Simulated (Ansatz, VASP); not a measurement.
**One calculation of CdTe, two programs**

File INCAR:

```
ALGO = Normal ; EDIFF = 1E-6
ENCUT = 520 ; GGA = PS
ISIF = 2 ; ISMEAR = -1
LASPH = T ; LCHARG = T
LELF = T ; LREAL = F
LVHAR = T ; LWAVE = F
NBANDS = 16 ; NELM = 60
PREC = Accurate ; SIGMA = 0.05
```

The input KPOINTS:

```
k-points
0
Gamma
  12 12 12
```

File POSCAR:

```
CdTe
1.0
    0.0000000000      2.7965277572      2.7965277572
    2.7965277572      0.0000000000      2.7965277572
    2.7965277572      2.7965277572      0.0000000000
Cd Te
1 1
Direct
    0.0000000000      0.0000000000      0.0000000000
    0.2500000000      0.2500000000      0.2500000000
```

Input for Ansatz:

```yaml
crystal:
  lattice:
    - [0.0, 2.7965277572, 2.7965277572]
    - [2.7965277572, 0.0, 2.7965277572]
    - [2.7965277572, 2.7965277572, 0.0]
  atoms:
    - { symbol: Cd, position: [0.0, 0.0, 0.0] }
    - { symbol: Te, position: [0.25, 0.25, 0.25] }
kpoints:
  mp_grid: { grid: [12, 12, 12] }
  band_path:
    path:
      - [0.0, 0.0, 0.0]
      - [-0.5, -0.5, 0.0]
      - [-0.375, -0.375, 0.25]
      - [-0.375, 0.0, 0.375]
      - [0.0, 0.0, 0.0]
      - [0.0, 0.0, 0.5]
      - [-0.5, -0.25, 0.25]
      - [-0.5, -0.5, 0.0]
    npoints: 8
scf:
  occupations: { method: fermi_dirac, width: 0.05 }
hamiltonian:
  xc: pbesol
  pseudopotentials: { kind: paw }
output:
  forces: true
  stress: true
  eigenvalues: true
  populations: true
  dos: { projected: true, de: 0.2, e_range: [-14, 8] }
```

Change from the starting cell: volume scaled by 0.64, PAW files.

Alike in both runs: task single point; functional PBEsol; k mesh 12 × 12 × 12; occupations fermi-dirac, width 0.05 eV; no spin polarisation.

```csv
,VASP,Ansatz
version,VASP 6.6.1,Ansatz 0.2.0
potentials or method,"VASP PAW PBE potentials, release 64 (Cd, Te)","PAW with Ansatz's default frozen-core files, scalar-relativistic"
plane-wave cutoff (eV),520,420
valence electrons in the cell,18,36
```

VASP gave:

```
pressure (GPa) : 54.5
```

Question: What did Ansatz give for the same quantities?

Answer: Pressure (GPa): 53.6.

VASP's potentials were made for PBE, not for PBEsol. Both programs put the cell under a high pressure, so it lies far from rest at this level. VASP's potentials hold 18 valence electrons a cell and Ansatz's 36, so a difference there can come from the potentials and not from the codes.

Spin-orbit coupling is off throughout.
